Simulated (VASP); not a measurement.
# PbF2 (Fm-3m) in VASP: notebook, part 2 of 2

VASP 6.6.1. The steps go on from the part before.

### 4 Single point, r2SCAN

File POSCAR:

```
PbF2
1.0
    0.0000000000      2.9604388870      2.9604388870
    2.9604388870      0.0000000000      2.9604388870
    2.9604388870      2.9604388870      0.0000000000
Pb F
1 2
Direct
    0.0000000000      0.0000000000      0.0000000000
    0.2500000000      0.2500000000      0.2500000000
    0.7500000000      0.7500000000      0.7500000000
```

File INCAR.step1:

```
  ALGO = Normal
  EDIFF = 1E-4
  ENCUT = 520
  GGA = PE
  ISMEAR = 0
  LASPH = T
  LCHARG = F
  LREAL = F
  LWAVE = T
  NBANDS = 21
  NELM = 80
  PREC = Accurate
  SIGMA = 0.01
```

File INCAR.step2:

```
  ALGO = Normal
  EDIFF = 1E-7
  ENCUT = 520
  ISIF = 2
  ISMEAR = 0
  ISTART = 1
  LASPH = T
  LCHARG = F
  LMIXTAU = T
  LREAL = F
  LWAVE = F
  METAGGA = R2SCAN
  NBANDS = 21
  NELM = 80
  PREC = Accurate
  SIGMA = 0.01
```

File KPOINTS:

```
k-points
0
Gamma
  6 6 6
```

Potentials or basis: VASP PAW PBE potentials, release 64 (Pb_d, F).

Run with:

```sh
> cat potpaw_PBE.64/Pb_d/POTCAR potpaw_PBE.64/F/POTCAR > POTCAR
> cp INCAR.step1 INCAR
> mpirun -np 1 vasp_std > vasp.out
> cp INCAR.step2 INCAR
> mpirun -np 1 vasp_std > vasp.out
```

OUTCAR:

```text
EDIFF = 1E-7
   ENCUT = 520
   ISIF = 2
   ISMEAR = 0
   ISTART = 1
   LASPH = T
   LREAL = F
   METAGGA = R2SCAN
   NELM = 80
   PREC = Accurate

 ion  position               nearest neighbor table
   1  0.000  0.000  0.000-   3 2.56   3 2.56   3 2.56   2 2.56   2 2.56   2 2.56   3 2.56   2 2.56

   2  0.250  0.250  0.250-   1 2.56   1 2.56   1 2.56   1 2.56
   3  0.750  0.750  0.750-   1 2.56   1 2.56   1 2.56   1 2.56

  LATTYP: Found a face centered cubic cell.
 ALAT       =     5.9208777740

  Lattice vectors:

 A1 = (   0.0000000000,   2.9604388870,   2.9604388870)
 A2 = (   2.9604388870,   0.0000000000,   2.9604388870)
 A3 = (   2.9604388870,   2.9604388870,   0.0000000000)

Analysis of symmetry for initial positions (statically):
=====================================================================
 Subroutine PRICEL returns:
 Original cell was already a primitive cell.

 Routine SETGRP: Setting up the symmetry group for a
 face centered cubic supercell.

 Subroutine GETGRP returns: Found 48 space group operations
 (whereof 48 operations were pure point group operations)
 out of a pool of 48 trial point group operations.

The static configuration has the point symmetry O_h .

Analysis of symmetry for dynamics (positions and initial velocities):
=====================================================================
 Subroutine PRICEL returns:
 Original cell was already a primitive cell.

 Routine SETGRP: Setting up the symmetry group for a
 face centered cubic supercell.

 Subroutine GETGRP returns: Found 48 space group operations
 (whereof 48 operations were pure point group operations)
 out of a pool of 48 trial point group operations.

The dynamic configuration has the point symmetry O_h .

 Subroutine INISYM returns: Found 48 space group operations
 (whereof 48 operations are pure point group operations),
 and found     1 'primitive' translations

----------------------------------------------------------------------------------------

                                     Primitive cell

  volume of cell :      51.8917

  direct lattice vectors                    reciprocal lattice vectors
     0.000000000  2.960438887  2.960438887    -0.168893877  0.168893877  0.168893877
     2.960438887  0.000000000  2.960438887     0.168893877 -0.168893877  0.168893877
     2.960438887  2.960438887  0.000000000     0.168893877  0.168893877 -0.168893877

  length of vectors
     4.186692825  4.186692825  4.186692825     0.292532775  0.292532775  0.292532775

  position of ions in fractional coordinates (direct lattice)
     0.000000000  0.000000000  0.000000000
     0.250000000  0.250000000  0.250000000
     0.750000000  0.750000000  0.750000000

  ion indices of the primitive-cell ions
   primitive index   ion index
                 1           1
                 2           2
                 3           3

----------------------------------------------------------------------------------------

 KPOINTS: k-points

Automatic generation of k-mesh.
 Grid dimensions read from file:
 generate k-points for:    6    6    6

 Generating k-lattice:

  Cartesian coordinates                     Fractional coordinates (reciprocal lattice)
    -0.028148979  0.028148979  0.028148979     0.166666667  0.000000000  0.000000000
     0.028148979 -0.028148979  0.028148979     0.000000000  0.166666667  0.000000000
     0.028148979  0.028148979 -0.028148979     0.000000000  0.000000000  0.166666667

  Length of vectors
     0.048755463  0.048755463  0.048755463

  Shift w.r.t. Gamma in fractional coordinates (k-lattice)
     0.000000000  0.000000000  0.000000000

 Subroutine IBZKPT returns following result:
 ===========================================

 Found     16 irreducible k-points:

 Following reciprocal coordinates:
            Coordinates               Weight
  0.000000  0.000000  0.000000      1.000000
  0.166667  0.000000  0.000000      8.000000
  0.333333  0.000000  0.000000      8.000000
  0.500000  0.000000  0.000000      4.000000
  0.166667  0.166667  0.000000      6.000000
  0.333333  0.166667  0.000000     24.000000
[... 8 lines left out ...]
 -0.333333  0.333333  0.166667     24.000000
 -0.333333  0.500000  0.166667     12.000000
   k-points           NKPTS =     16   k-points in BZ     NKDIM =     16   number of bands    NBANDS=     21
   number of dos      NEDOS =    301   number of ions     NIONS =      3
   total plane-waves  NPLWV =  32768
   dimension x,y,z NGX =    32 NGY =   32 NGZ =   32
   dimension x,y,z NGXF=    64 NGYF=   64 NGZF=   64
   ions per type =               1   2
   NGX,Y,Z   is equivalent  to a cutoff of  12.71, 12.71, 12.71 a.u.
   NGXF,Y,Z  is equivalent  to a cutoff of  25.41, 25.41, 25.41 a.u.
 SYSTEM =  unknown system
   PREC   = accura    normal or accurate (medium, high low for compatibility)
   ISTART =      1    job   : 0-new  1-cont  2-samecut
   ICHARG =      0    charge: 1-file 2-atom 10-const
   ISPIN  =      1    spin polarized calculation?
   LNONCOLLINEAR =      F non collinear calculations
   LSORBIT =      F    spin-orbit coupling
   LASPH  =      T    aspherical Exc in radial PAW
   ENCUT  =  520.0 eV  38.22 Ry    6.18 a.u.   7.78  7.78  7.78*2*pi/ulx,y,z
   NELM   =     80;   NELMIN=  2; NELMDL=  0     # of ELM steps
   EDIFF  = 0.1E-06   stopping-criterion for ELM
   LREAL  =      F    real-space projection
   EDIFFG = 0.1E-05   stopping-criterion for IOM
   NSW    =      0    number of steps for IOM
   IBRION =     -1    ionic relax: 0-MD 1-quasi-New 2-CG
   NFREE  =      0    steps in history (QN), initial steepest desc. (CG)
   ISIF   =      2    stress and relaxation
   ISYM   =      2    0-nonsym 1-usesym 2-fastsym
   POTIM  = 0.5000    time-step for ionic-motion
   TEBEG  =    0.0;   TEEND  =   0.0 temperature during run
   PSTRESS=    0.0 pullay stress
   NELECT =      28.0000    total number of electrons
   NUPDOWN=      -1.0000    fix difference up-down
   EMIN   =  10.00;   EMAX   =-10.00  energy-range for DOS
   EFERMI =   0.00;   METHOD = LEGACY
   ISMEAR =     0;   SIGMA  =   0.01  broadening in eV -4-tet -1-fermi 0-gaus
   EFERMI_NEDOS =   21; number of points for ismear=-14 and -15
   IALGO  =     38    algorithm
   IMIX   =      4    mixing-type and parameters
     AMIX     =   0.40;   BMIX     =  1.00
     AMIX_MAG =   1.60;   BMIX_MAG =  1.00
  volume/ion in A,a.u.               =      17.30       116.73
  Fermi-wavevector in a.u.,A,eV,Ry     =   1.332789  2.518606 24.168391  1.776327
  Thomas-Fermi vector in A             =   2.461697
   LORBIT       =      0    0 simple, 1 ext, 2 COOP (PROOUT), +10 PAW based schemes
   METAGGA = R2SCAN    functional components
   LHFCALC =     F    Hartree Fock is set to
   AEXX    =    0.0000 exact exchange contribution
   IVDW    =     0    specifies the selected vdW correction
   LEPSILON=     F    determine dielectric tensor
   LRPA    =     F    only Hartree local field effects (RPA)
 non-spin polarized calculation
 Gauss-broadening in eV      SIGMA  =   0.01
  energy-cutoff  :      520.00
  volume of cell :       51.89
 maximum number of plane-waves:      1411
   NGX = 15   NGY = 15   NGZ = 15

 number of electron      28.0000003 magnetization

 Free energy of the ion-electron system (eV)
  ---------------------------------------------------
  ext. energy  EPLUGINS =         0.00000000
  ---------------------------------------------------
  free energy    TOTEN  =       -70.16175686 eV

  energy without entropy =      -70.16175686  energy(sigma->0) =      -70.16175686

 E-fermi :   1.6073     XC(G=0): -10.0274

 val. band max:        1.5206944289   @ k =  -0.3333   0.3333   0.1667
 cond. band min:       6.4819616127   @ k =   0.5000   0.5000   0.0000
 fundamental gap:      4.9612671838
 Fermi energy:         1.6072736858

 k-point     1 :       0.0000    0.0000    0.0000
  band No.  band energies     occupation
      1     -20.8636      2.00000
      2     -20.2683      2.00000
      3     -13.3201      2.00000
      4     -13.3201      2.00000
      5     -13.3201      2.00000
      6     -13.2687      2.00000
[... 13 lines left out ...]
     20      17.4739      0.00000
     21      19.8261      0.00000
[... 337 lines left out ...]
 k-point    16 :      -0.3333    0.5000    0.1667
  band No.  band energies     occupation
      1     -20.5719      2.00000
      2     -20.5167      2.00000
      3     -13.2948      2.00000
      4     -13.2546      2.00000
      5     -13.2318      2.00000
      6     -13.1999      2.00000
[... 13 lines left out ...]
     20      17.7877      0.00000
     21      19.1186      0.00000

------------------------ aborting loop because EDIFF is reached ----------------------------------------

  FORCE on cell =-STRESS in cart. coord.  units (eV):
  Direction    XX          YY          ZZ          XY          YZ          ZX
  --------------------------------------------------------------------------------------
  -------------------------------------------------------------------------------------
  Total       -0.0223450     -0.0223450     -0.0223450     -0.0000000      0.0000000     -0.0000000
  in kB       -0.6899108     -0.6899108     -0.6899108     -0.0000000      0.0000000     -0.0000000
  external PRESSURE =      -0.6899108 kB  Pullay stress =       0.0000000 kB

 VOLUME and BASIS-vectors are now :
 -----------------------------------------------------------------------------
  energy-cutoff  :      520.00
  volume of cell :       51.89
      direct lattice vectors                 reciprocal lattice vectors
     0.000000000  2.960438887  2.960438887    -0.168893877  0.168893877  0.168893877
     2.960438887  0.000000000  2.960438887     0.168893877 -0.168893877  0.168893877
     2.960438887  2.960438887  0.000000000     0.168893877  0.168893877 -0.168893877

 POSITION                                       TOTAL-FORCE (eV/Angst)
 -----------------------------------------------------------------------------------
      0.00000      0.00000      0.00000        -0.000000     -0.000000     -0.000000
      1.48022      1.48022      1.48022         0.000000      0.000000      0.000000
      4.44066      4.44066      4.44066        -0.000000     -0.000000     -0.000000
 -----------------------------------------------------------------------------------
    total drift:                                0.000000     -0.000000      0.000000

  FREE ENERGIE OF THE ION-ELECTRON SYSTEM (eV)
  ---------------------------------------------------
  free  energy   TOTEN  =       -70.1617568580 eV

  energy  without entropy=      -70.1617568580  energy(sigma->0) =      -70.16175686
```

It took 34 s on 1 thread of Intel Xeon 6975P-C (Granite Rapids), shared host; peak memory 0.18 GiB.

Results:

```
Free energy            : -70.1618 eV
Pressure               : -0.1 GPa
Band gap on the k mesh : 4.96 eV, indirect (least direct gap 5.08 eV)
```

Levels at points of the mesh, in eV from the valence-band top:
| k point | band 11 | band 12 | band 13 | band 14 | band 15 | band 16 | band 17 | band 18 |
| --- | --- | --- | --- | --- | --- | --- | --- | --- |
| (0.00, 0.00, 0.00) | -2.64 | -2.13 | -2.13 | -2.13 | 7.33 | 7.33 | 7.33 | 10.72 |
| (0.50, 0.00, 0.00) | -2.82 | -2.31 | -2.31 | -0.03 | 5.41 | 8.28 | 8.28 | 13.48 |
| (0.50, 0.50, 0.00) | -1.72 | -1.72 | -1.72 | -0.11 | 4.96 | 8.49 | 8.49 | 9.10 |

Caveat: the PAW data sets were made with another functional, which shifts forces and pressure a little; spin-orbit coupling is left out, which moves the levels of the heavy elements. A k mesh can miss the band edges.
